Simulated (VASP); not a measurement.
Wanted: the native input for a VASP 6.6.1 run.

* Task: single point
* Functional: PBE
* Potentials or basis: VASP PAW PBE potentials, release 64 (Al, Ga_d, Sb)
* Cutoff: 520 eV
* k mesh: 6 × 6 × 2
* Occupations: gaussian, width 0.2 eV
* Spin: no spin polarisation
* Dipole correction: no
* Further INCAR settings: ALGO = Normal; EDIFF = 1e-06; NBANDS = 61

The structure of AlGa5Sb6 lies in POSCAR:

```
AlGa5Sb6
1.0
    4.3982387000      0.0000000000      0.0000000000
    0.0000000000      4.3982387000      0.0000000000
    0.0000000000      0.0000000000     18.6313789000
Al Ga Sb
1 5 6
Direct
    0.0000000000      0.0000000000      0.0000000000
    0.0000000000      0.0000000000      0.6665620000
    0.5000000000      0.5000000000      0.8330260000
    0.5000000000      0.5000000000      0.1669740000
    0.0000000000      0.0000000000      0.3334380000
    0.5000000000      0.5000000000      0.5000000000
    0.5000000000      0.0000000000      0.7498030000
    0.0000000000      0.5000000000      0.9165410000
    0.5000000000      0.0000000000      0.0834590000
    0.0000000000      0.5000000000      0.2501970000
    0.5000000000      0.0000000000      0.4167210000
    0.0000000000      0.5000000000      0.5832790000
```

One way to write it, as run:

INCAR

```
PREC = Accurate
ENCUT = 520
EDIFF = 1E-6
ISMEAR = 0
SIGMA = 0.2
LREAL = F
LASPH = T
NELM = 80
ALGO = Normal
ISIF = 2
LWAVE = F
LCHARG = T
GGA = PE
LELF = T
LVHAR = T
NBANDS = 61
```

KPOINTS

```
regular mesh
0
Gamma
  6 6 2
```

Potentials or basis: VASP PAW PBE potentials, release 64 (Al, Ga_d, Sb).

Launch:

```bash
$ cat potpaw_PBE.64/Al/POTCAR potpaw_PBE.64/Ga_d/POTCAR potpaw_PBE.64/Sb/POTCAR > POTCAR
$ mpirun -np 1 vasp_std > vasp.out
```

Results of the run:

| Item | Value |
| --- | --- |
| Pressure | 0.1 GPa |
| Largest force | 0.015 eV/Å |
| Band gap on the k mesh | zero (filled and empty bands touch) |

Caveat: semilocal functionals underestimate gaps, and a narrow one can read as zero; spin-orbit coupling is left out, which moves the levels of the heavy elements.

Wall time 15 min on 1 thread of Intel Xeon 8259CL, on a shared host, peak memory 0.65 GiB.
